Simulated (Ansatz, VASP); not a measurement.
**Two plane-wave programs on Si6Ge**

File INCAR:

```
SYSTEM = Si6Ge
PREC = Accurate
ENCUT = 600
EDIFF = 1E-7
ISMEAR = 0
SIGMA = 0.2
LREAL = .False.
LASPH = .True.
NELM = 100
ALGO = Normal
ISIF = 3
LWAVE = .False.
LCHARG = .False.
GGA = PE
IBRION = 2
NSW = 36
EDIFFG = -0.08
```

Contents of KPOINTS:

```
Automatic mesh
0
Gamma
  4 4 2
  0 0 0
```

POSCAR

```
Si6Ge
1.0
    2.9640920000     -3.0099592400      0.0000000000
    2.9640920000      3.0099592400      0.0000000000
   -2.2300696300      0.0000000000      7.4661031500
Si Ge
6 1
Direct
    0.7820425500      0.2179574500      0.0000000000
    0.2179574500      0.7820425500      0.0000000000
    0.6168014700      0.9912688300      0.8043453100
    0.0087311700      0.3831985300      0.1956546900
    0.3831985300      0.0087311700      0.1956546900
    0.9912688300      0.6168014700      0.8043453100
    0.5000000000      0.5000000000      0.5000000000
```

Input for Ansatz:

```yaml
crystal:
  lattice:
    - [2.964092, -3.00995924, 0.0]
    - [2.964092, 3.00995924, 0.0]
    - [-2.23006963, 0.0, 7.46610315]
  atoms:
    - { symbol: Si, position: [0.78204255, 0.21795745, 0.0] }
    - { symbol: Si, position: [0.21795745, 0.78204255, 0.0] }
    - { symbol: Si, position: [0.61680147, 0.99126883, 0.80434531] }
    - { symbol: Si, position: [0.00873117, 0.38319853, 0.19565469] }
    - { symbol: Si, position: [0.38319853, 0.00873117, 0.19565469] }
    - { symbol: Si, position: [0.99126883, 0.61680147, 0.80434531] }
    - { symbol: Ge, position: [0.5, 0.5, 0.5] }
basis:
  ecutwfc: 420
kpoints:
  mp_grid: { grid: [4, 4, 2] }
hamiltonian:
  xc: pbe
scf:
  occupations: { method: gaussian, width: 0.2 }
  lower_state_search: "off"
output:
  forces: true
  stress: true
  eigenvalues: true
relax:
  adjacent_minimum: "off"
  f_tol: 0.08
  max_steps: 16
  cell: { stress_tol: 0.8 }
```

Alike in both runs: task relaxation of cell and atoms; functional PBE; k mesh 4 × 4 × 2; occupations gaussian, width 0.2 eV; no spin polarisation.

|  | VASP | Ansatz |
| --- | --- | --- |
| version | VASP 6.6.1 | Ansatz 0.2.0 |
| potentials or method | VASP PAW PBE potentials, release 64 (Si, Ge_d), cutoff 600 eV | scalar-relativistic, plane waves, PAW |
| valence electrons in the cell | 38 | 38 |

|  | VASP | Ansatz | Ansatz less VASP |
| --- | --- | --- | --- |
| gap on the k mesh at the Fermi level, each at its own relaxed structure (eV) | none | none | - |
| relaxed volume (Å³/atom) | 16.95 | 16.62 | -0.329 |
| relaxed length of the cell vector where the two differ most in proportion (Å) | 8.476 | 9.016 | +0.5395 |

A gap of «none» marks a metal or a gap that the smearing closes. One of these differences is far larger than is usual between the two programs; its cause wasn't traced.

The k mesh is coarse, so the values compare programs but aren't converged.
